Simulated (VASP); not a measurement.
# Pr3MgH2 (P4/mmm) in VASP: relaxation of shape and atoms at fixed volume with PBE

Aim: the relaxation of shape and atoms at fixed volume of Pr3MgH2 with PBE.

Program: VASP 6.6.1. These are calculated values, not measurements. Logs are shortened: lines on timing, memory, paths and dates and some standing lists are left out, and cuts for length are marked.

**1. The cell of the first run**

It takes space group P4/mmm (No. 123, tetragonal). Conventional cell: a = 5.288 Å, b = 5.288 Å, c = 5.140 Å, α = 90.00°, β = 90.00°, γ = 90.00°. Within 3.4 Å of Pr (site symmetry 4/mmm) lie 2 H at 2.57 Å. Within 3.5 Å of Pr (site symmetry mmm) lie 4 H at 2.64 Å. Within 3.4 Å of Mg (site symmetry 4/mmm) lie 2 H at 2.57 Å. H (site symmetry 4/mmm) has 2 Mg at 2.57 Å and 4 Pr at 2.64 Å within 3.4 Å. Within 3.4 Å of H (site symmetry 4/mmm) lie 6 Pr at 2.57 to 2.64 Å.

**2. Relaxation of shape and atoms at fixed volume, PBE (23.96 Å³/atom)**

File INCAR:

```
SYSTEM = Pr3MgH2
PREC = Accurate
ENCUT = 600
EDIFF = 1E-7
ISMEAR = 0
SIGMA = 0.1
LREAL = .False.
LASPH = .True.
NELM = 200
ALGO = Normal
ISIF = 4
LWAVE = .False.
LCHARG = .False.
GGA = PE
IBRION = 2
NSW = 50
EDIFFG = -0.01
GGA_COMPAT = .False.
NELMIN = 4
LMAXMIX = 6
```

File KPOINTS:

```
Automatic mesh
0
Gamma
  6 6 6
  0 0 0
```

File POSCAR:

```
Pr3MgH2
1.0
    5.2883094621      0.0000000000      0.0000000000
    0.0000000000      5.2883094621      0.0000000000
    0.0000000000      0.0000000000      5.1404916631
Pr Mg H
3 1 2
Direct
    0.0000000000      0.0000000000      0.0000000000
    0.5000000000      0.0000000000      0.5000000000
    0.0000000000      0.5000000000      0.5000000000
    0.5000000000      0.5000000000      0.0000000000
    0.5000000000      0.5000000000      0.5000000000
    0.0000000000      0.0000000000      0.5000000000
```

Potentials or basis: VASP PAW PBE potentials, release 64 (Pr_3, Mg, H), 4f in core.

Launch:

```
> cat potpaw_PBE.64/Pr_3/POTCAR potpaw_PBE.64/Mg/POTCAR potpaw_PBE.64/H/POTCAR > POTCAR
> mpirun -np 1 vasp_std > vasp.out
```

OUTCAR:

```text
SYSTEM = Pr3MgH2
   PREC = Accurate
   ENCUT = 600
   EDIFF = 1E-7
   ISMEAR = 0
   LREAL = .False.
   LASPH = .True.
   NELM = 200
   ISIF = 4
   GGA = PE
   IBRION = 2
   NSW = 50
   EDIFFG = -0.01
   NELMIN = 4

 ion  position               nearest neighbor table
   1  0.000  0.000  0.000-   2 3.69   3 3.69   2 3.69   3 3.69   3 3.69   3 3.69   2 3.69   2 3.69
                             4 3.74   4 3.74   4 3.74   4 3.74
   2  0.500  0.000  0.500-   1 3.69   4 3.69   1 3.69   4 3.69   4 3.69   4 3.69   1 3.69   1 3.69
                             3 3.74   3 3.74   3 3.74   3 3.74
   3  0.000  0.500  0.500-   1 3.69   4 3.69   1 3.69   4 3.69   1 3.69   1 3.69   4 3.69   4 3.69
                             2 3.74   2 3.74   2 3.74   2 3.74
   4  0.500  0.500  0.000-   2 3.69   3 3.69   2 3.69   3 3.69   2 3.69   2 3.69   3 3.69   3 3.69
                             1 3.74   1 3.74   1 3.74   1 3.74
   5  0.500  0.500  0.500-
   6  0.000  0.000  0.500-

  LATTYP: Found a simple tetragonal cell.
 ALAT       =     5.2883094621
 C/A-ratio  =     0.9720481942

  Lattice vectors:

 A1 = (   5.2883094621,   0.0000000000,   0.0000000000)
 A2 = (   0.0000000000,   5.2883094621,   0.0000000000)
 A3 = (   0.0000000000,   0.0000000000,   5.1404916631)

Analysis of symmetry for initial positions (statically):
=====================================================================
 Subroutine PRICEL returns:
 Original cell was already a primitive cell.

 Routine SETGRP: Setting up the symmetry group for a
 simple tetragonal supercell.

 Subroutine GETGRP returns: Found 16 space group operations
 (whereof 16 operations were pure point group operations)
 out of a pool of 16 trial point group operations.

The static configuration has the point symmetry D_4h.

Analysis of symmetry for dynamics (positions and initial velocities):
=====================================================================
 Subroutine PRICEL returns:
 Original cell was already a primitive cell.

 Routine SETGRP: Setting up the symmetry group for a
 simple tetragonal supercell.

 Subroutine GETGRP returns: Found 16 space group operations
 (whereof 16 operations were pure point group operations)
 out of a pool of 16 trial point group operations.

The dynamic configuration has the point symmetry D_4h.

 Subroutine INISYM returns: Found 16 space group operations
 (whereof 16 operations are pure point group operations),
 and found     1 'primitive' translations

----------------------------------------------------------------------------------------
[... 111 lines left out ...]
   PSTRESS=    0.0 pullay stress
   NELECT =      37.0000    total number of electrons
   NUPDOWN=      -1.0000    fix difference up-down
   EMIN   =  10.00;   EMAX   =-10.00  energy-range for DOS
   EFERMI =   0.00;   METHOD = LEGACY
   ISMEAR =     0;   SIGMA  =   0.10  broadening in eV -4-tet -1-fermi 0-gaus
   EFERMI_NEDOS =   21; number of points for ismear=-14 and -15
   IALGO  =     38    algorithm
   IMIX   =      4    mixing-type and parameters
     AMIX     =   0.40;   BMIX     =  1.00
     AMIX_MAG =   1.60;   BMIX_MAG =  1.00
  volume/ion in A,a.u.               =      23.96       161.69
  Fermi-wavevector in a.u.,A,eV,Ry     =   1.041348  1.967863 14.754239  1.084406
  Thomas-Fermi vector in A             =   2.175965
   LORBIT       =      0    0 simple, 1 ext, 2 COOP (PROOUT), +10 PAW based schemes
   GGA     = PE    functional components
   LHFCALC =     F    Hartree Fock is set to
   AEXX    =    0.0000 exact exchange contribution
   IVDW    =     0    specifies the selected vdW correction
   LEPSILON=     F    determine dielectric tensor
   LRPA    =     F    only Hartree local field effects (RPA)
 conjugate gradient relaxation of ions
 non-spin polarized calculation
 Gauss-broadening in eV      SIGMA  =   0.10
  energy-cutoff  :      600.00
  volume of cell :      143.76
 maximum number of plane-waves:      4833
   NGX = 21   NGY = 21   NGZ = 21

--------------------------------------- Ionic step        1  -------------------------------------------

 number of electron      37.0000001 magnetization

 Free energy of the ion-electron system (eV)
  ---------------------------------------------------
  ext. energy  EPLUGINS =         0.00000000
  ---------------------------------------------------
  free energy    TOTEN  =       -23.82972871 eV

  energy without entropy =      -23.80936378  energy(sigma->0) =      -23.81954624

------------------------ aborting loop because EDIFF is reached ----------------------------------------

  FORCE on cell =-STRESS in cart. coord.  units (eV):
  Direction    XX          YY          ZZ          XY          YZ          ZX
  --------------------------------------------------------------------------------------
  -------------------------------------------------------------------------------------
  Total       -3.3065497     -3.3065497     -3.1244066      0.0000000      0.0000000      0.0000000
  in kB      -36.8508286    -36.8508286    -34.8208807      0.0000000      0.0000000      0.0000000
  external PRESSURE =     -36.1741793 kB  Pullay stress =       0.0000000 kB
[... 67 lines left out ...]
--------------------------------------- Ionic step        3  -------------------------------------------

 number of electron      37.0000001 magnetization

 Free energy of the ion-electron system (eV)
  ---------------------------------------------------
  ext. energy  EPLUGINS =         0.00000000
  ---------------------------------------------------
  free energy    TOTEN  =       -23.83003507 eV

  energy without entropy =      -23.80956091  energy(sigma->0) =      -23.81979799

 E-fermi :   3.0215     XC(G=0):  -9.2716

 val. band max:        2.9660210425   @ k =   0.1667   0.1667   0.5000
 cond. band min:       3.0319269240   @ k =   0.0000   0.0000   0.3333
 fundamental gap:      0.0659058815
 Fermi energy:         3.0215122699

 k-point     1 :       0.0000    0.0000    0.0000
  band No.  band energies     occupation
      1     -33.4572      2.00000
      2     -33.3437      2.00000
      3     -33.2739      2.00000
      4     -15.7482      2.00000
      5     -15.7482      2.00000
      6     -15.7330      2.00000
[... 589 lines left out ...]
     21       4.1970      0.00000
     22       4.2148      0.00000

 [... further k-points ...]

------------------------ aborting loop because EDIFF is reached ----------------------------------------

  FORCE on cell =-STRESS in cart. coord.  units (eV):
  Direction    XX          YY          ZZ          XY          YZ          ZX
  --------------------------------------------------------------------------------------
  -------------------------------------------------------------------------------------
  Total       -3.2335257     -3.2335257     -3.2276968      0.0000000     -0.0000000      0.0000000
  in kB      -36.0369907    -36.0369907    -35.9720288      0.0000000     -0.0000000      0.0000000
  external PRESSURE =     -36.0153367 kB  Pullay stress =       0.0000000 kB
[... 21 lines left out ...]
  FREE ENERGIE OF THE ION-ELECTRON SYSTEM (eV)
  ---------------------------------------------------
  free  energy   TOTEN  =       -23.8300350687 eV

  energy  without entropy=      -23.8095609051  energy(sigma->0) =      -23.81979799

 reached required accuracy - stopping structural energy minimisation
```

OSZICAR:

```text
N       E                     dE             d eps       ncg     rms          rms(c)
DAV:   1     0.308441937968E+03    0.30844E+03   -0.18158E+04  1760   0.165E+03
[... 24 lines left out ...]
DAV:   1    -0.238317273988E+02   -0.18724E-02   -0.10962E-01  1760   0.210E+00    0.189E-01
DAV:   2    -0.238304075037E+02    0.13199E-02   -0.43203E-03  2254   0.389E-01    0.960E-02
DAV:   3    -0.238300567609E+02    0.35074E-03   -0.98238E-04  2338   0.183E-01    0.279E-02
DAV:   4    -0.238300365443E+02    0.20217E-04   -0.16154E-04  2352   0.891E-02    0.878E-03
DAV:   5    -0.238300350237E+02    0.15206E-05   -0.26486E-05  2316   0.344E-02    0.493E-03
DAV:   6    -0.238300350940E+02   -0.70282E-07   -0.24194E-06  2332   0.848E-03    0.105E-03
DAV:   7    -0.238300350687E+02    0.25346E-07   -0.22791E-07  1748   0.273E-03
   3 F= -.23830035E+02 E0= -.23819798E+02  d E =-.306363E-03
```

CONTCAR:

```text
Pr3MgH2
   1.00000000000000
     5.2788897135323731    0.0000000000000000    0.0000000000000000
     0.0000000000000000    5.2788897135323731    0.0000000000000000
     0.0000000000000000    0.0000000000000000    5.1588536082404417
  Pr              Mg              H
     3     1     2
Direct
     0.0000000000000000    0.0000000000000000    0.0000000000000000
     0.5000000000000000    0.0000000000000000    0.5000000000000000
     0.0000000000000000    0.5000000000000000    0.5000000000000000
     0.5000000000000000    0.5000000000000000    0.0000000000000000
     0.5000000000000000    0.5000000000000000    0.5000000000000000
     0.0000000000000000    0.0000000000000000    0.5000000000000000

  0.00000000E+00  0.00000000E+00  0.00000000E+00
  0.00000000E+00  0.00000000E+00  0.00000000E+00
  0.00000000E+00  0.00000000E+00  0.00000000E+00
  0.00000000E+00  0.00000000E+00  0.00000000E+00
  0.00000000E+00  0.00000000E+00  0.00000000E+00
  0.00000000E+00  0.00000000E+00  0.00000000E+00
```

Wall time 3.8 min (1 thread of Intel Xeon Platinum 8124M at 3.00GHz (Skylake/Cascade Lake), shared host); peak memory 0.38 GiB.

What came out:

```yaml
Free_energy: -23.8300 eV
Energy_gained_by_relaxing: 0.1 meV/atom
Ionic_steps: 3
Pressure_after_relaxing: -3.6 GPa
Band_gap_on_the_k_mesh: zero (an odd number of electrons rules out a gap without spin polarisation)
```

Step by step:
```csv
step,energy change (eV),largest force (eV/Å),pressure (GPa),volume (Å³)
1,0.0000,0.0000,-3.62,143.76
2,-0.0001,0.0000,-3.61,143.76
3,-0.0003,0.0000,-3.60,143.76
```

Final structure:
```
Pr Mg H
1.0
     5.27889    0.00000    0.00000
     0.00000    5.27889    0.00000
     0.00000    0.00000    5.15885
Pr Mg H
3 1 2
Direct
  0.00000 0.00000 0.00000
  0.50000 0.00000 0.50000
  0.00000 0.50000 0.50000
  0.50000 0.50000 0.00000
  0.50000 0.50000 0.50000
  0.00000 0.00000 0.50000
```

Levels at points of the mesh, in eV from the Fermi level:
```tsv
k point	band 16	band 17	band 18	band 19	band 20	band 21
(0.00, 0.00, 0.00)	-0.91	-0.76	-0.70	-0.70	1.79	1.79
(0.50, 0.00, 0.00)	-1.26	-0.31	-0.29	-0.27	1.07	1.20
(0.50, 0.50, 0.00)	-1.46	-0.67	-0.58	0.12	0.12	0.39
(0.00, 0.00, 0.50)	-0.30	-0.29	-0.29	0.54	1.11	1.11
(0.50, 0.00, 0.50)	-1.34	-0.62	-0.52	0.22	0.25	1.15
(0.50, 0.50, 0.50)	-1.50	-1.50	-1.39	0.67	0.67	1.15
```

Caveat: spin-orbit coupling is left out, which moves the levels of the heavy elements; the 4f electrons are frozen in the core, so they carry no moment and show no levels. Spin polarisation is off, so any magnetic state and its effect on volume and gap are missing.
